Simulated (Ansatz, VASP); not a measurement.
**Ru: VASP beside Ansatz**

File POSCAR:

```
Ru
1.0
    2.4231481722      0.0000000000      0.0000000000
    0.0000000000      2.4231481722      0.0000000000
    0.0000000000      0.0000000000      2.4231481722
Ru
1
Direct
    0.0000000000      0.0000000000      0.0000000000
```

INCAR.step1

```
SYSTEM = Ru
PREC = Accurate
ENCUT = 620
ISMEAR = -1
SIGMA = 0.1
LREAL = .False.
LASPH = .True.
NELM = 120
NBANDS = 14
GGA = PE
ALGO = Normal
EDIFF = 1E-5
LWAVE = .True.
LCHARG = .False.
GGA_COMPAT = .False.
```

INCAR.step2

```
SYSTEM = Ru
PREC = Accurate
ENCUT = 620
EDIFF = 1E-6
ISMEAR = -1
SIGMA = 0.1
LREAL = .False.
LASPH = .True.
NELM = 120
ALGO = Normal
ISIF = 2
LWAVE = .False.
LCHARG = .False.
METAGGA = R2SCAN
LMIXTAU = .True.
NBANDS = 14
ISTART = 1
GGA_COMPAT = .False.
```

File KPOINTS:

```
regular mesh
0
Gamma
  14 14 14
  0 0 0
```

Input for Ansatz:

```yaml
crystal:
  lattice:
    - [2.4231481722, 0.0, 0.0]
    - [0.0, 2.4231481722, 0.0]
    - [0.0, 0.0, 2.4231481722]
  atoms:
    - { symbol: Ru, position: [0.0, 0.0, 0.0] }
hamiltonian:
  xc: r2scan
  pseudopotentials:
    kind: paw
    azcp:
      Ru: "pseudopotentials/Ru.paw.azcp"
basis:
  ecutwfc: 500
  fft_grid_basis: typed
kpoints:
  mp_grid: { grid: [14, 14, 14], shift: [0, 0, 0] }
magnetization:
  spin_polarized: false
scf:
  occupations: { method: fermi_dirac, width: 0.1 }
  lower_state_search: "off"
output:
  stress: true
```

Alike in both runs: task single point; functional r2SCAN; k mesh 14 × 14 × 14; occupations fermi-dirac, width 0.1 eV; no spin polarisation.

```csv
,VASP,Ansatz
version,VASP 6.6.1,Ansatz 0.2.0
potentials or method,"VASP PAW PBE potentials, release 64 (Ru_sv), cutoff 620 eV","plane waves (500 eV) with PAW, scalar-relativistic"
valence electrons in the cell,16,16
```

VASP gave:

```
pressure (GPa) : 24.8
```

Question: Which values does Ansatz return?

Answer: Pressure (GPa): 24.5.

VASP's potentials were made for PBE, not for r2SCAN. The functional is the same, so the differences come from potentials, cutoffs and numerics.
